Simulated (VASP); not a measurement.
# C (P6_3/mmc) in VASP: a series of runs, part 2 of 2

VASP 6.6.1.

### Step 3. Single point, PBE

Input file INCAR:

```
ALGO     = Normal         # electronic algorithm
EDIFF    = 1E-7           # SCF threshold, eV
ENCUT    = 520            # plane-wave cutoff, eV
GGA      = PE             # functional
ISIF     = 2              # what is computed and relaxed
ISMEAR   = 0              # smearing method
LASPH    = T              # aspherical terms in the spheres
LCHARG   = F              # write CHGCAR
LREAL    = F              # projectors in reciprocal space
LWAVE    = F              # write WAVECAR
NBANDS   = 11             # bands
NELM     = 100            # most SCF steps
PREC     = Accurate       # precision mode
SIGMA    = 0.02           # smearing width, eV
```

Input file KPOINTS:

```
k-points
0
Gamma
  11 11 6
```

Input file POSCAR:

```
C
1.0
    2.0935963307      0.0000000000      0.0000000000
   -1.0467981653      1.8131076077      0.0000000000
    0.0000000000      0.0000000000      3.6652120994
C
2
Direct
    0.3333333333      0.6666666667      0.2500000000
    0.6666666667      0.3333333333      0.7500000000
```

Potentials or basis: VASP PAW PBE potentials, release 64 (C).

Run with:

```console
> cat potpaw_PBE.64/C/POTCAR > POTCAR
> mpirun -np 1 vasp_std > vasp.out
```

OUTCAR:

```text
EDIFF = 1E-7
   ENCUT = 520
   GGA = PE
   ISIF = 2
   ISMEAR = 0
   LASPH = T
   LREAL = F
   NELM = 100
   PREC = Accurate

 ion  position               nearest neighbor table
   1  0.333  0.667  0.250-
   2  0.667  0.333  0.750-

  LATTYP: Found a hexagonal cell.
 ALAT       =     2.0935963307
 C/A-ratio  =     1.7506775521

  Lattice vectors:

 A1 = (   2.0935963307,   0.0000000000,   0.0000000000)
 A2 = (  -1.0467981653,   1.8131076077,   0.0000000000)
 A3 = (   0.0000000000,   0.0000000000,   3.6652120994)

Analysis of symmetry for initial positions (statically):
=====================================================================
 Subroutine PRICEL returns:
 Original cell was already a primitive cell.

 Routine SETGRP: Setting up the symmetry group for a
 hexagonal supercell.

 Subroutine GETGRP returns: Found 24 space group operations
 (whereof 12 operations were pure point group operations)
 out of a pool of 24 trial point group operations.

The static configuration has the point symmetry D_3d.
 The point group associated with its full space group is D_6h.

Analysis of symmetry for dynamics (positions and initial velocities):
=====================================================================
 Subroutine PRICEL returns:
 Original cell was already a primitive cell.

 Routine SETGRP: Setting up the symmetry group for a
 hexagonal supercell.

 Subroutine GETGRP returns: Found 24 space group operations
 (whereof 12 operations were pure point group operations)
 out of a pool of 24 trial point group operations.

The dynamic configuration has the point symmetry D_3d.
 The point group associated with its full space group is D_6h.

 Subroutine INISYM returns: Found 24 space group operations
 (whereof 12 operations are pure point group operations),
 and found     1 'primitive' translations

----------------------------------------------------------------------------------------

                                     Primitive cell

  volume of cell :      13.9128

  direct lattice vectors                    reciprocal lattice vectors
     2.093596331  0.000000000  0.000000000     0.477646997  0.275769622  0.000000000
    -1.046798165  1.813107608  0.000000000     0.000000000  0.551539244  0.000000000
     0.000000000  0.000000000  3.665212099     0.000000000  0.000000000  0.272835507

  length of vectors
     2.093596331  2.093596331  3.665212099     0.551539244  0.551539244  0.272835507

  position of ions in fractional coordinates (direct lattice)
     0.333333333  0.666666667  0.250000000
     0.666666667  0.333333333  0.750000000

  ion indices of the primitive-cell ions
   primitive index   ion index
                 1           1
                 2           2

----------------------------------------------------------------------------------------

 KPOINTS: k-points

Automatic generation of k-mesh.
 Grid dimensions read from file:
 generate k-points for:   11   11    6

 Generating k-lattice:

[... 20 lines left out ...]
  0.181818  0.000000  0.000000      6.000000
  0.272727  0.000000  0.000000      6.000000
  0.363636  0.000000  0.000000      6.000000
  0.454545  0.000000  0.000000      6.000000
[... 16 lines left out ...]
  0.090909  0.090909  0.166667     12.000000
  0.181818  0.090909  0.166667     24.000000
 [... further k-points ...]
   k-points           NKPTS =     64   k-points in BZ     NKDIM =     64   number of bands    NBANDS=     11
   number of dos      NEDOS =    301   number of ions     NIONS =      2
   total plane-waves  NPLWV =   7168
   dimension x,y,z NGX =    16 NGY =   16 NGZ =   28
   dimension x,y,z NGXF=    32 NGYF=   32 NGZF=   56
   ions per type =               2
   NGX,Y,Z   is equivalent  to a cutoff of  12.71, 12.71, 12.70 a.u.
   NGXF,Y,Z  is equivalent  to a cutoff of  25.41, 25.41, 25.40 a.u.
 SYSTEM =  unknown system
   PREC   = accura    normal or accurate (medium, high low for compatibility)
   ISTART =      0    job   : 0-new  1-cont  2-samecut
   ICHARG =      2    charge: 1-file 2-atom 10-const
   ISPIN  =      1    spin polarized calculation?
   LNONCOLLINEAR =      F non collinear calculations
   LSORBIT =      F    spin-orbit coupling
   LASPH  =      T    aspherical Exc in radial PAW
   ENCUT  =  520.0 eV  38.22 Ry    6.18 a.u.   3.89  3.89  6.81*2*pi/ulx,y,z
   NELM   =    100;   NELMIN=  2; NELMDL= -5     # of ELM steps
   EDIFF  = 0.1E-06   stopping-criterion for ELM
   LREAL  =      F    real-space projection
   EDIFFG = 0.1E-05   stopping-criterion for IOM
   NSW    =      0    number of steps for IOM
   IBRION =     -1    ionic relax: 0-MD 1-quasi-New 2-CG
   NFREE  =      0    steps in history (QN), initial steepest desc. (CG)
   ISIF   =      2    stress and relaxation
   ISYM   =      2    0-nonsym 1-usesym 2-fastsym
   POTIM  = 0.5000    time-step for ionic-motion
   TEBEG  =    0.0;   TEEND  =   0.0 temperature during run
   PSTRESS=    0.0 pullay stress
   NELECT =       8.0000    total number of electrons
   NUPDOWN=      -1.0000    fix difference up-down
   EMIN   =  10.00;   EMAX   =-10.00  energy-range for DOS
   EFERMI =   0.00;   METHOD = LEGACY
   ISMEAR =     0;   SIGMA  =   0.02  broadening in eV -4-tet -1-fermi 0-gaus
   EFERMI_NEDOS =   21; number of points for ismear=-14 and -15
   IALGO  =     38    algorithm
   IMIX   =      4    mixing-type and parameters
     AMIX     =   0.40;   BMIX     =  1.00
     AMIX_MAG =   1.60;   BMIX_MAG =  1.00
  volume/ion in A,a.u.               =       6.96        46.94
  Fermi-wavevector in a.u.,A,eV,Ry     =   1.361339  2.572558 25.214913  1.853244
  Thomas-Fermi vector in A             =   2.487924
   LORBIT       =      0    0 simple, 1 ext, 2 COOP (PROOUT), +10 PAW based schemes
   GGA     = PE    functional components
   LHFCALC =     F    Hartree Fock is set to
   AEXX    =    0.0000 exact exchange contribution
   IVDW    =     0    specifies the selected vdW correction
   LEPSILON=     F    determine dielectric tensor
   LRPA    =     F    only Hartree local field effects (RPA)
 non-spin polarized calculation
 Gauss-broadening in eV      SIGMA  =   0.02
  energy-cutoff  :      520.00
  volume of cell :       13.91
 maximum number of plane-waves:       388
 NGX is ok and might be reduce to    16
   NGX =  7   NGY =  7   NGZ = 13

 number of electron       8.0000000 magnetization

 Free energy of the ion-electron system (eV)
  ---------------------------------------------------
  ext. energy  EPLUGINS =         0.00000000
  ---------------------------------------------------
  free energy    TOTEN  =        -9.50450285 eV

  energy without entropy =       -9.50443117  energy(sigma->0) =       -9.50446701

 E-fermi :   8.1251     XC(G=0): -12.9261

 val. band max:        8.0589533558   @ k =   0.4545   0.0000   0.1667
 cond. band min:       8.1446328832   @ k =   0.3636   0.0909   0.0000
 fundamental gap:      0.0856795273
 Fermi energy:         8.1250745277

 k-point     1 :       0.0000    0.0000    0.0000
  band No.  band energies     occupation
      1     -11.1518      2.00000
      2      -2.6874      2.00000
      3      -1.1590      2.00000
      4      15.4756      0.00000
      5      15.7417      0.00000
      6      15.7417      0.00000
      7      17.1297      0.00000
      8      17.1297      0.00000
      9      35.1813      0.00000
     10      35.2906      0.00000
     11      38.7813      0.00000
[... 309 lines left out ...]
 k-point    24 :       0.1818    0.0909    0.1667
  band No.  band energies     occupation
      1      -8.6865      2.00000
      2      -2.7038      2.00000
      3       3.3503      2.00000
      4       9.8868      0.00000
      5      12.0996      0.00000
      6      13.5033      0.00000
      7      14.5568      0.00000
      8      15.3048      0.00000
      9      29.9976      0.00000
     10      31.5396      0.00000
     11      33.1565      0.00000

 [... further k-points ...]

------------------------ aborting loop because EDIFF is reached ----------------------------------------

  FORCE on cell =-STRESS in cart. coord.  units (eV):
  Direction    XX          YY          ZZ          XY          YZ          ZX
  --------------------------------------------------------------------------------------
  -------------------------------------------------------------------------------------
  Total        0.0128330      0.0128330      0.0111293      0.0000000      0.0000000     -0.0000000
  in kB        1.4778212      1.4778212      1.2816267      0.0000000      0.0000000     -0.0000000
  external PRESSURE =       1.4124230 kB  Pullay stress =       0.0000000 kB

 VOLUME and BASIS-vectors are now :
 -----------------------------------------------------------------------------
  energy-cutoff  :      520.00
  volume of cell :       13.91
      direct lattice vectors                 reciprocal lattice vectors
     2.093596331  0.000000000  0.000000000     0.477646997  0.275769622  0.000000000
    -1.046798165  1.813107608  0.000000000     0.000000000  0.551539244  0.000000000
     0.000000000  0.000000000  3.665212099     0.000000000  0.000000000  0.272835507

 POSITION                                       TOTAL-FORCE (eV/Angst)
 -----------------------------------------------------------------------------------
     -0.00000      1.20874      0.91630        -0.000000     -0.000000      0.000000
      1.04680      0.60437      2.74891         0.000000      0.000000      0.000000
 -----------------------------------------------------------------------------------
    total drift:                                0.000000     -0.000000      0.000000

  FREE ENERGIE OF THE ION-ELECTRON SYSTEM (eV)
  ---------------------------------------------------
  free  energy   TOTEN  =        -9.5045028517 eV

  energy  without entropy=       -9.5044311724  energy(sigma->0) =       -9.50446701
```

Run time: 7.8 s. Hardware: 1 thread of Intel Xeon Platinum 8375C at 2.90GHz (Ice Lake), shared host; peak memory 0.12 GiB.

Results:

* Free energy: -9.5045 eV
* Pressure: 0.1 GPa
* Band gap on the k mesh: zero (band 4 reaches 15.48 eV, above the bottom of band 5 at 4.45 eV)

Levels at points of the mesh, in eV from the Fermi level:
| k point | band 1 | band 2 | band 3 | band 4 | band 5 | band 6 | band 7 | band 8 | band 9 |
| --- | --- | --- | --- | --- | --- | --- | --- | --- | --- |
| (0.00, 0.00, 0.00) | -19.28 | -10.81 | -9.28 | 7.35 | 7.62 | 7.62 | 9.00 | 9.00 | 27.06 |
| (0.00, 0.00, 0.50) | -16.95 | -16.95 | 0.27 | 0.27 | 8.31 | 8.31 | 8.31 | 8.31 | 26.59 |

### Step 4. Single point, PBE

This run uses another cell than the first one, of 6.82 Å³/atom, 0.980 times its volume.

Input file INCAR:

```
SYSTEM = C
PREC = Accurate
ENCUT = 520
EDIFF = 1E-7
ISMEAR = 0
SIGMA = 0.02
LREAL = .False.
LASPH = .True.
NELM = 100
ALGO = Normal
ISIF = 2
LWAVE = .False.
LCHARG = .False.
GGA = PE
NBANDS = 11
```

Input file KPOINTS:

```
regular mesh
0
Gamma
  11 11 6
  0 0 0
```

Input file POSCAR:

```
C
1.0
    2.0795449252      0.0000000000      0.0000000000
   -1.0397724626      1.8009387336      0.0000000000
    0.0000000000      0.0000000000      3.6406126193
C
2
Direct
    0.3333333333      0.6666666667      0.2500000000
    0.6666666667      0.3333333333      0.7500000000
```

Run with:

```console
> cat potpaw_PBE.64/C/POTCAR > POTCAR
> mpirun -np 1 vasp_std > vasp.out
```

Wall time 9.3 s (1 thread of Intel Xeon Platinum 8375C at 2.90GHz (Ice Lake), shared host); peak memory 0.12 GiB.

Results (log left out):

```yaml
Free_energy: -9.5010 eV
Pressure: 3.5 GPa
Band_gap_on_the_k_mesh: zero (band 4 reaches 15.90 eV, above the bottom of band 5 at 4.65 eV)
```

Stress tensor (GPa, compression positive):
```
3.42 0.00 0.00
0.00 3.42 0.00
0.00 0.00 3.78
```

Levels at points of the mesh, in eV from the Fermi level:
```csv
k point,band 1,band 2,band 3,band 4,band 5,band 6,band 7,band 8,band 9
"(0.00, 0.00, 0.00)",-19.62,-10.97,-9.57,7.42,7.69,7.69,9.12,9.12,27.25
"(0.00, 0.00, 0.50)",-17.26,-17.26,0.21,0.21,8.40,8.40,8.40,8.40,26.82
```

### Step 5. Single point, PBE

This run uses another cell than the first one, of 7.10 Å³/atom, 1.020 times its volume.

Input file INCAR:

```
SYSTEM = C
PREC     = Accurate       ! precision mode
ENCUT    = 520            ! plane-wave cutoff, eV
EDIFF    = 1E-6           ! SCF threshold, eV
ISMEAR   = 0              ! smearing method
SIGMA    = 0.02           ! smearing width, eV
LREAL    = .FALSE.        ! projectors in reciprocal space
LASPH    = .TRUE.         ! aspherical terms in the spheres
NELM     = 60             ! most SCF steps
ALGO     = Normal         ! electronic algorithm
ISIF     = 2              ! what is computed and relaxed
LWAVE    = .FALSE.        ! write WAVECAR
LCHARG   = .FALSE.        ! write CHGCAR
GGA      = PE             ! functional
NBANDS   = 11             ! bands
```

Input file KPOINTS:

```
Automatic mesh
0
G
  11 11 6
  0 0 0
```

Input file POSCAR:

```
C
1.0
    2.1074616111      0.0000000000      0.0000000000
   -1.0537308056      1.8251152927      0.0000000000
    0.0000000000      0.0000000000      3.6894857346
C
2
Direct
    0.3333333333      0.6666666667      0.2500000000
    0.6666666667      0.3333333333      0.7500000000
```

Potentials or basis: VASP PAW PBE potentials, release 64 (C).

Run with:

```console
> cat potpaw_PBE.64/C/POTCAR > POTCAR
> mpirun -np 1 vasp_std > vasp.out
```

OUTCAR:

```text
SYSTEM = C
   PREC = Accurate
   ENCUT = 520
   EDIFF = 1E-6
   ISMEAR = 0
   LREAL = .FALSE.
   LASPH = .TRUE.
   NELM = 60
   ISIF = 2
   GGA = PE

 ion  position               nearest neighbor table
   1  0.333  0.667  0.250-
   2  0.667  0.333  0.750-

  LATTYP: Found a hexagonal cell.
 ALAT       =     2.1074616111
 C/A-ratio  =     1.7506775522

  Lattice vectors:

 A1 = (   2.1074616111,   0.0000000000,   0.0000000000)
[... 514 lines left out ...]
      4       9.5729      0.00000
      5      11.7512      0.00000
      6      13.1217      0.00000
      7      14.1688      0.00000
      8      14.9001      0.00000
      9      29.5374      0.00000
     10      31.0497      0.00000
     11      32.6691      0.00000

 [... further k-points ...]
[... 5 lines left out ...]
  --------------------------------------------------------------------------------------
  -------------------------------------------------------------------------------------
  Total       -0.2460828     -0.2460828     -0.2770124      0.0000000      0.0000000      0.0000000
  in kB      -27.7828049    -27.7828049    -31.2747586      0.0000000      0.0000000      0.0000000
  external PRESSURE =     -28.9467895 kB  Pullay stress =       0.0000000 kB

 VOLUME and BASIS-vectors are now :
 -----------------------------------------------------------------------------
  energy-cutoff  :      520.00
  volume of cell :       14.19
      direct lattice vectors                 reciprocal lattice vectors
     2.107461611  0.000000000  0.000000000     0.474504491  0.273955296  0.000000000
    -1.053730806  1.825115293  0.000000000     0.000000000  0.547910592  0.000000000
     0.000000000  0.000000000  3.689485735     0.000000000  0.000000000  0.271040484

 POSITION                                       TOTAL-FORCE (eV/Angst)
 -----------------------------------------------------------------------------------
     -0.00000      1.21674      0.92237         0.000000     -0.000000      0.000000
      1.05373      0.60837      2.76711        -0.000000      0.000000      0.000000
 -----------------------------------------------------------------------------------
    total drift:                               -0.000000      0.000000     -0.000000

  FREE ENERGIE OF THE ION-ELECTRON SYSTEM (eV)
  ---------------------------------------------------
  free  energy   TOTEN  =        -9.5023183570 eV

  energy  without entropy=       -9.5021413702  energy(sigma->0) =       -9.50222986
```

Run time: 9 s. Hardware: 1 thread of Intel Xeon Platinum 8375C at 2.90GHz (Ice Lake), shared host; peak memory 0.12 GiB.

What came out:

| Quantity | Value |
| --- | --- |
| Free energy | -9.5023 eV |
| Pressure | -2.9 GPa |
| Band gap on the k mesh | zero (band 4 reaches 15.07 eV, above the bottom of band 5 at 4.26 eV) |

Levels at points of the mesh, in eV from the Fermi level:
| k point | band 1 | band 2 | band 3 | band 4 | band 5 | band 6 | band 7 | band 8 | band 9 |
| --- | --- | --- | --- | --- | --- | --- | --- | --- | --- |
| (0.00, 0.00, 0.00) | -18.95 | -10.66 | -9.02 | 7.27 | 7.54 | 7.54 | 8.89 | 8.89 | 26.86 |
| (0.00, 0.00, 0.50) | -16.65 | -16.65 | 0.33 | 0.33 | 8.21 | 8.21 | 8.21 | 8.21 | 26.36 |

### Step 6. Summary

| cell | gap on the mesh (eV) | pressure (GPa) |
| --- | --- | --- |
| a = 2.094, b = 2.094, c = 3.665 Å, angles 90.0, 90.0, 120.0°, 2 atoms | none | 0.1 |
| a = 2.080, b = 2.080, c = 3.641 Å, angles 90.0, 90.0, 120.0°, 2 atoms | none | 3.5 |
| a = 2.107, b = 2.107, c = 3.689 Å, angles 90.0, 90.0, 120.0°, 2 atoms | none | -2.9 |

Alike in all rows: task single point; level PBE; potentials or basis VASP PAW PBE potentials, release 64 (C); no spin polarisation; k mesh 11 × 11 × 6; cutoff (eV) 520; smearing gaussian 0.02 eV.

Total energies depend on the potentials used, so only differences within one code and one set of settings carry meaning.
